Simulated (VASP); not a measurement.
Set up this calculation in VASP 6.6.1, as the native input.

```yaml
Task: single point
Functional: LDA
Potentials_or_basis: VASP PAW LDA potentials, release 64 (Mo_sv, Pt_sv_GW)
Cutoff: 500 eV
k_mesh: 6 × 6 × 6
Occupations: methfessel-paxton, width 0.1 eV
Spin: no spin polarisation
Dipole_correction: no
Second_run: valence_matched
Further_INCAR_settings: ALGO = Normal; EDIFF = 1e-06; NBANDS = 38
```

The structure of Mo3Pt lies in POSCAR:

```
Mo3Pt
1.0
    3.9739840000      0.0000000000      0.0000000000
    0.0000000000      3.9739840000      0.0000000000
    0.0000000000      0.0000000000      3.9739840000
Mo Pt
3 1
Direct
    0.0000000000      0.5000000000      0.5000000000
    0.5000000000      0.0000000000      0.5000000000
    0.5000000000      0.5000000000      0.0000000000
    0.0000000000      0.0000000000      0.0000000000
```

These files were run (other wordings do the same):

INCAR

```
PREC     = Accurate       # precision mode
ENCUT    = 500            # plane-wave cutoff, eV
EDIFF    = 1E-6           # SCF threshold, eV
ISMEAR   = 1              # smearing method
SIGMA    = 0.1            # smearing width, eV
LREAL    = F              # projectors in reciprocal space
LASPH    = T              # aspherical terms in the spheres
NELM     = 120            # most SCF steps
ALGO     = Normal         # electronic algorithm
ISIF     = 2              # what is computed and relaxed
LWAVE    = F              # write WAVECAR
LCHARG   = F              # write CHGCAR
GGA      = CA             # functional
NBANDS   = 38             # bands
GGA_COMPAT= F
```

KPOINTS

```
regular mesh
0
Gamma
  6 6 6
```

Potentials or basis: VASP PAW LDA potentials, release 64 (Mo_sv, Pt_sv_GW).

Command:

```sh
$ cat potpaw_LDA.64/Mo_sv/POTCAR potpaw_LDA.64/Pt_sv_GW/POTCAR > POTCAR
$ mpirun -np 1 vasp_std > vasp.out
```

It gave:

- Pressure: -14.5 GPa
- Band gap on the k mesh: zero (band 30 reaches 14.30 eV, above the bottom of band 31 at 10.94 eV)

Caveat: spin-orbit coupling is left out, which moves the levels of the heavy elements.

Wall time 18 s on 1 thread of Intel(R) Xeon(R) 6975P-C (Granite Rapids), on a shared host, peak memory 0.17 GiB.
